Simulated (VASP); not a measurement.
# Sn (P6_3/mmc) in VASP: further runs

The runs below take Sn through single point, with RPBE.

All numbers are computed with VASP 6.6.1; they aren't measurements. Logs are shortened: lines on timing, memory, paths and dates and some standing lists are left out, and cuts for length are marked.

### Step 1. The cell of the first run

Symmetry: P6_3/mmc, No. 194, hexagonal system. Conventional cell: a = 3.411 Å, b = 3.411 Å, c = 5.668 Å, α = 90.00°, β = 90.00°, γ = 120.00°. Within 4.5 Å of Sn (site symmetry -6m2) lie 12 Sn at 3.41 to 3.45 Å.

### Step 2. Single point, RPBE

The input, INCAR:

```
SYSTEM = Sn
PREC = Accurate ; ENCUT = 520
EDIFF = 1E-6 ; ISMEAR = -1
SIGMA = 0.1 ; LREAL = .False.
LASPH = .True. ; NELM = 80
ALGO = Normal ; ISIF = 2
LWAVE = .False. ; LCHARG = .False.
GGA = RP ; NBANDS = 21
```

The input, KPOINTS:

```
regular mesh
0
Gamma
  11 11 6
  0 0 0
```

The input, POSCAR:

```
Sn
1.0
    3.4113934630      0.0000000000      0.0000000000
   -1.7056967315      2.9543534013      0.0000000000
    0.0000000000      0.0000000000      5.6682920399
Sn
2
Direct
    0.3333333333      0.6666666667      0.2500000000
    0.6666666667      0.3333333333      0.7500000000
```

Potentials or basis: VASP PAW PBE potentials, release 64 (Sn_d).

On the command line:

```bash
$ cat potpaw_PBE.64/Sn_d/POTCAR > POTCAR
$ mpirun -np 1 vasp_std > vasp.out
```

OUTCAR:

```text
SYSTEM = Sn
   PREC = Accurate
   ENCUT = 520
   EDIFF = 1E-6
   ISMEAR = -1
   LREAL = .False.
   LASPH = .True.
   NELM = 80
   ISIF = 2
   GGA = RP

 ion  position               nearest neighbor table
   1  0.333  0.667  0.250-   2 3.45   2 3.45   2 3.45   2 3.45   2 3.45   2 3.45
   2  0.667  0.333  0.750-   1 3.45   1 3.45   1 3.45   1 3.45   1 3.45   1 3.45

  LATTYP: Found a hexagonal cell.
 ALAT       =     3.4113934630
 C/A-ratio  =     1.6615767432

  Lattice vectors:

 A1 = (   3.4113934630,   0.0000000000,   0.0000000000)
 A2 = (  -1.7056967315,   2.9543534013,   0.0000000000)
 A3 = (   0.0000000000,   0.0000000000,   5.6682920399)

Analysis of symmetry for initial positions (statically):
=====================================================================
 Subroutine PRICEL returns:
 Original cell was already a primitive cell.

 Routine SETGRP: Setting up the symmetry group for a
 hexagonal supercell.

 Subroutine GETGRP returns: Found 24 space group operations
 (whereof 12 operations were pure point group operations)
 out of a pool of 24 trial point group operations.

The static configuration has the point symmetry D_3d.
 The point group associated with its full space group is D_6h.

Analysis of symmetry for dynamics (positions and initial velocities):
=====================================================================
 Subroutine PRICEL returns:
 Original cell was already a primitive cell.

 Routine SETGRP: Setting up the symmetry group for a
 hexagonal supercell.

 Subroutine GETGRP returns: Found 24 space group operations
 (whereof 12 operations were pure point group operations)
 out of a pool of 24 trial point group operations.

The dynamic configuration has the point symmetry D_3d.
 The point group associated with its full space group is D_6h.

 Subroutine INISYM returns: Found 24 space group operations
 (whereof 12 operations are pure point group operations),
 and found     1 'primitive' translations

----------------------------------------------------------------------------------------

                                     Primitive cell

  volume of cell :      57.1277

  direct lattice vectors                    reciprocal lattice vectors
     3.411393463  0.000000000  0.000000000     0.293135345  0.169241770  0.000000000
    -1.705696732  2.954353401  0.000000000     0.000000000  0.338483541  0.000000000
     0.000000000  0.000000000  5.668292040     0.000000000  0.000000000  0.176419986

  length of vectors
     3.411393463  3.411393463  5.668292040     0.338483541  0.338483541  0.176419986

  position of ions in fractional coordinates (direct lattice)
     0.333333333  0.666666667  0.250000000
     0.666666667  0.333333333  0.750000000

  ion indices of the primitive-cell ions
   primitive index   ion index
                 1           1
                 2           2

----------------------------------------------------------------------------------------

 KPOINTS: regular mesh

Automatic generation of k-mesh.
 Grid dimensions read from file:
 generate k-points for:   11   11    6

 Generating k-lattice:

  Cartesian coordinates                     Fractional coordinates (reciprocal lattice)
     0.026648668  0.015385615  0.000000000     0.090909091  0.000000000  0.000000000
     0.000000000  0.030771231  0.000000000     0.000000000  0.090909091  0.000000000
     0.000000000  0.000000000  0.029403331     0.000000000  0.000000000  0.166666667

  Length of vectors
     0.030771231  0.030771231  0.029403331

  Shift w.r.t. Gamma in fractional coordinates (k-lattice)
     0.000000000  0.000000000  0.000000000

 Subroutine IBZKPT returns following result:
 ===========================================

 Found     64 irreducible k-points:

 Following reciprocal coordinates:
            Coordinates               Weight
  0.000000  0.000000  0.000000      1.000000
  0.090909 -0.000000  0.000000      6.000000
  0.181818 -0.000000  0.000000      6.000000
  0.272727 -0.000000  0.000000      6.000000
  0.363636 -0.000000  0.000000      6.000000
  0.454545  0.000000  0.000000      6.000000
[... 16 lines left out ...]
  0.090909  0.090909  0.166667     12.000000
  0.181818  0.090909  0.166667     24.000000
 [... further k-points ...]
   k-points           NKPTS =     64   k-points in BZ     NKDIM =     64   number of bands    NBANDS=     21
   number of dos      NEDOS =    301   number of ions     NIONS =      2
   total plane-waves  NPLWV =  32928
   dimension x,y,z NGX =    28 NGY =   28 NGZ =   42
   dimension x,y,z NGXF=    56 NGYF=   56 NGZF=   84
   ions per type =               2
   NGX,Y,Z   is equivalent  to a cutoff of  13.65, 13.65, 12.32 a.u.
   NGXF,Y,Z  is equivalent  to a cutoff of  27.29, 27.29, 24.64 a.u.
 SYSTEM =  Sn
   PREC   = accura    normal or accurate (medium, high low for compatibility)
   ISTART =      0    job   : 0-new  1-cont  2-samecut
   ICHARG =      2    charge: 1-file 2-atom 10-const
   ISPIN  =      1    spin polarized calculation?
   LNONCOLLINEAR =      F non collinear calculations
   LSORBIT =      F    spin-orbit coupling
   LASPH  =      T    aspherical Exc in radial PAW
   ENCUT  =  520.0 eV  38.22 Ry    6.18 a.u.   6.34  6.34 10.54*2*pi/ulx,y,z
   NELM   =     80;   NELMIN=  2; NELMDL= -5     # of ELM steps
   EDIFF  = 0.1E-05   stopping-criterion for ELM
   LREAL  =      F    real-space projection
   EDIFFG = 0.1E-04   stopping-criterion for IOM
   NSW    =      0    number of steps for IOM
   IBRION =     -1    ionic relax: 0-MD 1-quasi-New 2-CG
   NFREE  =      0    steps in history (QN), initial steepest desc. (CG)
   ISIF   =      2    stress and relaxation
   ISYM   =      2    0-nonsym 1-usesym 2-fastsym
   POTIM  = 0.5000    time-step for ionic-motion
   TEBEG  =    0.0;   TEEND  =   0.0 temperature during run
   PSTRESS=    0.0 pullay stress
   NELECT =      28.0000    total number of electrons
   NUPDOWN=      -1.0000    fix difference up-down
   EMIN   =  10.00;   EMAX   =-10.00  energy-range for DOS
   EFERMI =   0.00;   METHOD = LEGACY
   ISMEAR =    -1;   SIGMA  =   0.10  broadening in eV -4-tet -1-fermi 0-gaus
   EFERMI_NEDOS =   21; number of points for ismear=-14 and -15
   IALGO  =     38    algorithm
   IMIX   =      4    mixing-type and parameters
     AMIX     =   0.40;   BMIX     =  1.00
     AMIX_MAG =   1.60;   BMIX_MAG =  1.00
  volume/ion in A,a.u.               =      28.56       192.76
  Fermi-wavevector in a.u.,A,eV,Ry     =   1.290760  2.439182 22.668126  1.666060
  Thomas-Fermi vector in A             =   2.422571
   LORBIT       =      0    0 simple, 1 ext, 2 COOP (PROOUT), +10 PAW based schemes
   GGA     = RP    functional components
   LHFCALC =     F    Hartree Fock is set to
   AEXX    =    0.0000 exact exchange contribution
   IVDW    =     0    specifies the selected vdW correction
   LEPSILON=     F    determine dielectric tensor
   LRPA    =     F    only Hartree local field effects (RPA)
 non-spin polarized calculation
  energy-cutoff  :      520.00
  volume of cell :       57.13
 maximum number of plane-waves:      1553
 NGX is ok and might be reduce to    28
   NGX = 13   NGY = 13   NGZ = 21

 number of electron      28.0000010 magnetization

 Free energy of the ion-electron system (eV)
  ---------------------------------------------------
  ext. energy  EPLUGINS =         0.00000000
  ---------------------------------------------------
  free energy    TOTEN  =        -6.88203853 eV

  energy without entropy =       -6.85069420  energy(sigma->0) =       -6.86636637

 E-fermi :   7.6500     XC(G=0): -10.0553

 val. band max:        7.6046132477   @ k =   0.3636   0.1818   0.0000
 cond. band min:       7.6734981279   @ k =   0.2727   0.0909   0.3333
 fundamental gap:      0.0688848802
 Fermi energy:         7.6500406229

 k-point     1 :       0.0000    0.0000    0.0000
  band No.  band energies     occupation
      1     -13.9640      2.00000
      2     -13.9566      2.00000
      3     -13.9508      2.00000
      4     -13.9508      2.00000
      5     -13.9426      2.00000
      6     -13.9426      2.00000
[... 13 lines left out ...]
     20      17.3846      0.00000
     21      19.1758      0.00000

 k-point     2 :       0.0909   -0.0000    0.0000
  band No.  band energies     occupation
      1     -13.9666      2.00000
      2     -13.9557      2.00000
      3     -13.9461      2.00000
      4     -13.9410      2.00000
      5     -13.9367      2.00000
      6     -13.9330      2.00000
[... 13 lines left out ...]
     20      17.8493      0.00000
     21      18.6588      0.00000

 k-point     3 :       0.1818   -0.0000    0.0000
  band No.  band energies     occupation
      1     -13.9807      2.00000
      2     -13.9482      2.00000
      3     -13.9400      2.00000
      4     -13.9272      2.00000
      5     -13.9223      2.00000
      6     -13.9148      2.00000
[... 13 lines left out ...]
     20      17.2924      0.00000
     21      18.5101      0.00000

 k-point     4 :       0.2727   -0.0000    0.0000
  band No.  band energies     occupation
      1     -13.9982      2.00000
      2     -13.9525      2.00000
      3     -13.9442      2.00000
      4     -13.9322      2.00000
      5     -13.9196      2.00000
      6     -13.8805      2.00000
[... 13 lines left out ...]
     20      16.7742      0.00000
     21      18.1755      0.00000

 k-point     5 :       0.3636   -0.0000    0.0000
  band No.  band energies     occupation
      1     -14.0134      2.00000
      2     -13.9610      2.00000
      3     -13.9586      2.00000
      4     -13.9408      2.00000
      5     -13.8995      2.00000
      6     -13.8899      2.00000
[... 13 lines left out ...]
     20      16.4361      0.00000
     21      17.8522      0.00000
[... 382 lines left out ...]
     20      15.6570      0.00000
     21      17.1048      0.00000

 k-point    22 :       0.4545    0.0000    0.1667
  band No.  band energies     occupation
      1     -14.0186      2.00000
      2     -13.9766      2.00000
      3     -13.9652      2.00000
      4     -13.9384      2.00000
      5     -13.9128      2.00000
      6     -13.8750      2.00000
[... 13 lines left out ...]
     20      15.4785      0.00000
     21      17.8274      0.00000

 k-point    23 :       0.0909    0.0909    0.1667
  band No.  band energies     occupation
      1     -13.9644      2.00000
      2     -13.9627      2.00000
      3     -13.9482      2.00000
      4     -13.9360      2.00000
      5     -13.9236      2.00000
      6     -13.9199      2.00000
[... 13 lines left out ...]
     20      17.0181      0.00000
     21      17.8554      0.00000

 k-point    24 :       0.1818    0.0909    0.1667
  band No.  band energies     occupation
      1     -13.9788      2.00000
      2     -13.9540      2.00000
      3     -13.9493      2.00000
      4     -13.9291      2.00000
      5     -13.9223      2.00000
      6     -13.9046      2.00000
[... 13 lines left out ...]
     20      16.5678      0.00000
     21      17.1897      0.00000

 [... further k-points ...]
[... 5 lines left out ...]
  --------------------------------------------------------------------------------------
  -------------------------------------------------------------------------------------
  Total       -0.0268641     -0.0268641     -0.0265296      0.0000000      0.0000000     -0.0000000
  in kB       -0.7534176     -0.7534176     -0.7440376      0.0000000      0.0000000     -0.0000000
  external PRESSURE =      -0.7502909 kB  Pullay stress =       0.0000000 kB

 VOLUME and BASIS-vectors are now :
 -----------------------------------------------------------------------------
  energy-cutoff  :      520.00
  volume of cell :       57.13
      direct lattice vectors                 reciprocal lattice vectors
     3.411393463  0.000000000  0.000000000     0.293135345  0.169241770  0.000000000
    -1.705696732  2.954353401  0.000000000     0.000000000  0.338483541  0.000000000
     0.000000000  0.000000000  5.668292040     0.000000000  0.000000000  0.176419986

 POSITION                                       TOTAL-FORCE (eV/Angst)
 -----------------------------------------------------------------------------------
     -0.00000      1.96957      1.41707         0.000000      0.000000      0.000000
      1.70570      0.98478      4.25122        -0.000000     -0.000000      0.000000
 -----------------------------------------------------------------------------------
    total drift:                               -0.000000      0.000000      0.000000

  FREE ENERGIE OF THE ION-ELECTRON SYSTEM (eV)
  ---------------------------------------------------
  free  energy   TOTEN  =        -6.8820385291 eV

  energy  without entropy=       -6.8506942030  energy(sigma->0) =       -6.86636637
```

Run time: 35 s. Hardware: 1 thread of Intel Xeon Platinum 8375C at 2.90GHz (Ice Lake), shared host; peak memory 0.2 GiB.

What came out:

* Free energy: -6.8820 eV
* Pressure: -0.1 GPa
* Band gap on the k mesh: zero (band 14 reaches 13.34 eV, above the bottom of band 15 at 5.78 eV)

Caveat: the PAW data sets were made with another functional, which shifts forces and pressure a little; spin-orbit coupling is left out, which moves the levels of the heavy elements.

### Step 3. Single point, RPBE (volume scaled by 0.88)

The input, INCAR:

```
ALGO = Normal ; EDIFF = 1E-7
ENCUT = 520 ; GGA = RP
ISIF = 2 ; ISMEAR = -1
LASPH = True ; LCHARG = False
LREAL = False ; LWAVE = False
NBANDS = 21 ; NELM = 100
PREC = Accurate ; SIGMA = 0.1
```

The input, KPOINTS:

```
k-points
0
Gamma
  12 12 6
```

The input, POSCAR:

```
Sn
1.0
    3.2690836758      0.0000000000      0.0000000000
   -1.6345418379      2.8311095104      0.0000000000
    0.0000000000      0.0000000000      5.4318334071
Sn
2
Direct
    0.3333333333      0.6666666667      0.2500000000
    0.6666666667      0.3333333333      0.7500000000
```

Potentials or basis: VASP PAW PBE potentials, release 64 (Sn_d).

On the command line:

```bash
$ cat potpaw_PBE.64/Sn_d/POTCAR > POTCAR
$ mpirun -np 1 vasp_std > vasp.out
```

Run time: 26 s. Hardware: 1 thread of Intel Xeon Platinum 8375C at 2.90GHz (Ice Lake), shared host; peak memory 0.2 GiB.

The run converged. Its results:

```
Free energy            : -6.7236 eV
Pressure               : 7.6 GPa
Band gap on the k mesh : zero (band 14 reaches 15.68 eV, above the bottom of band 15 at 6.60 eV)
```

Stress tensor (GPa, compression positive):
```
8.15 0.00 0.00
0.00 8.15 0.00
0.00 0.00 6.36
```

Levels at points of the mesh, in eV from the Fermi level:
| k point | band 10 | band 11 | band 12 | band 13 | band 14 | band 15 | band 16 | band 17 | band 18 | band 19 |
| --- | --- | --- | --- | --- | --- | --- | --- | --- | --- | --- |
| (0.00, 0.00, 0.00) | -21.44 | -11.65 | -7.01 | -5.05 | 6.51 | 6.51 | 8.25 | 8.36 | 8.36 | 10.05 |
| (0.50, 0.00, 0.00) | -21.41 | -7.16 | -6.11 | -2.29 | -1.63 | -0.86 | 1.22 | 2.40 | 5.98 | 6.36 |
| (0.00, 0.00, 0.50) | -21.48 | -10.31 | -10.31 | 0.91 | 0.91 | 7.49 | 7.49 | 7.49 | 7.49 | 10.30 |
| (0.50, 0.00, 0.50) | -21.42 | -5.98 | -5.98 | -4.39 | -4.39 | 3.83 | 3.83 | 4.09 | 4.09 | 7.19 |

Caveat: the PAW data sets were made with another functional, which shifts forces and pressure a little; spin-orbit coupling is left out, which moves the levels of the heavy elements.

(Continued in part 2 of 2.)
